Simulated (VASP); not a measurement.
Wanted: the native input for a VASP 6.6.1 run.

```yaml
Task: single point
Functional: PBEsol
Potentials_or_basis: VASP PAW PBE potentials, release 64 (Ge_d)
Cutoff: 520 eV
k_mesh: 16 × 16 × 16
Occupations: gaussian, width 0.15 eV
Spin: no spin polarisation
Dipole_correction: no
Further_INCAR_settings: ALGO = Normal; EDIFF = 1e-07; NBANDS = 21
```

The structure of Ge lies in POSCAR:

```
Ge
1.0
   -0.6130345150      2.5578336660      2.5578336660
    2.5578336660     -0.6130345150      2.5578336660
    2.5578336660      2.5578336660     -0.6130345150
Ge
2
Direct
    0.5000000000      0.5000000000      0.5000000000
    0.7500000000      0.7500000000      0.7500000000
```

This cell differs from its parent crystal: ratio of the length along [111] to the lengths across it x 0.71, volume and fractional coordinates fixed.

The input as run:

INCAR

```
SYSTEM = Ge
  PREC = Accurate
  ENCUT = 520
  EDIFF = 1E-7
  ISMEAR = 0
  SIGMA = 0.15
  LREAL = .FALSE.
  LASPH = .TRUE.
  NELM = 100
  ALGO = Normal
  ISIF = 2
  LWAVE = .FALSE.
  LCHARG = .TRUE.
  GGA = PS
  LELF = .TRUE.
  LVHAR = .TRUE.
  NBANDS = 21
```

KPOINTS

```
Automatic mesh
0
G
  16 16 16
  0 0 0
```

Potentials or basis: VASP PAW PBE potentials, release 64 (Ge_d).

Launch:

```sh
$ cat potpaw_PBE.64/Ge_d/POTCAR > POTCAR
$ mpirun -np 1 vasp_std > vasp.out
```

Results of the run:

```json
{
 "Pressure": "19.6 GPa",
 "Largest force": "10.126 eV/Å",
 "Band gap on the k mesh": "zero (band 14 reaches 5.09 eV, above the bottom of band 15 at 3.14 eV)"
}
```

Caveat: the PAW data sets were made with another functional, which shifts forces and pressure a little.

Wall time 5.8 min on 1 thread of Intel Xeon 6975P-C, on a shared host, peak memory 0.41 GiB.
